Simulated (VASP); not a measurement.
Wanted: the native input for a VASP 6.6.1 run.

```yaml
Task: single point
Functional: PBEsol
Potentials_or_basis: VASP PAW PBE potentials, release 64 (Hf_pv, Si, O)
Cutoff: 520 eV
k_mesh: 6 × 6 × 6
Occupations: gaussian, width 0.02 eV
Spin: no spin polarisation
Dipole_correction: no
Further_INCAR_settings: ALGO = Normal; EDIFF = 1e-06; NBANDS = 50
```

The structure of HfSiO4 lies in POSCAR:

```
HfSiO4
1.0
   -3.2910991880      3.2910991880      2.9830503821
    3.2910991880     -3.2910991880      2.9830503821
    3.2910991880      3.2910991880     -2.9830503821
Hf Si O
2 2 8
Direct
    0.7500000000      0.2500000000      0.5000000000
    0.0000000000      0.0000000000      0.0000000000
    0.2500000000      0.7500000000      0.5000000000
    0.5000000000      0.5000000000      0.0000000000
    0.1333343527      0.3181252278      0.8152091249
    0.0681252278      0.7529161029      0.6847908751
    0.5029161029      0.3181252278      0.1847908751
    0.0681252278      0.3833343527      0.3152091249
    0.6166656473      0.9318747722      0.6847908751
    0.6818747722      0.8666656473      0.1847908751
    0.2470838971      0.9318747722      0.3152091249
    0.6818747722      0.4970838971      0.8152091249
```

The input as run:

INCAR

```
SYSTEM = HfSiO4
PREC     = Accurate       ! precision mode
ENCUT    = 520            ! plane-wave cutoff, eV
EDIFF    = 1E-6           ! SCF threshold, eV
ISMEAR   = 0              ! smearing method
SIGMA    = 0.02           ! smearing width, eV
LREAL    = .FALSE.        ! projectors in reciprocal space
LASPH    = .TRUE.         ! aspherical terms in the spheres
NELM     = 80             ! most SCF steps
ALGO     = Normal         ! electronic algorithm
ISIF     = 2              ! what is computed and relaxed
LWAVE    = .FALSE.        ! write WAVECAR
LCHARG   = .FALSE.        ! write CHGCAR
GGA      = PS             ! functional
NBANDS   = 50             ! bands
```

KPOINTS

```
regular mesh
0
G
  6 6 6
  0 0 0
```

Potentials or basis: VASP PAW PBE potentials, release 64 (Hf_pv, Si, O).

Command:

```sh
$ cat potpaw_PBE.64/Hf_pv/POTCAR potpaw_PBE.64/Si/POTCAR potpaw_PBE.64/O/POTCAR > POTCAR
$ mpirun -np 1 vasp_std > vasp.out
```

Results of the run:

| Property | Result |
| --- | --- |
| Pressure | -1.3 GPa |
| Largest force | 0.229 eV/Å |
| Band gap on the k mesh | 5.34 eV (least direct gap 5.69 eV) |

Caveat: the PAW data sets were made with another functional, which shifts forces and pressure a little; spin-orbit coupling is left out, which moves the levels of the heavy elements.

It took 5 min on 1 thread of Intel Xeon 8259CL, on a shared host, peak memory 0.35 GiB.
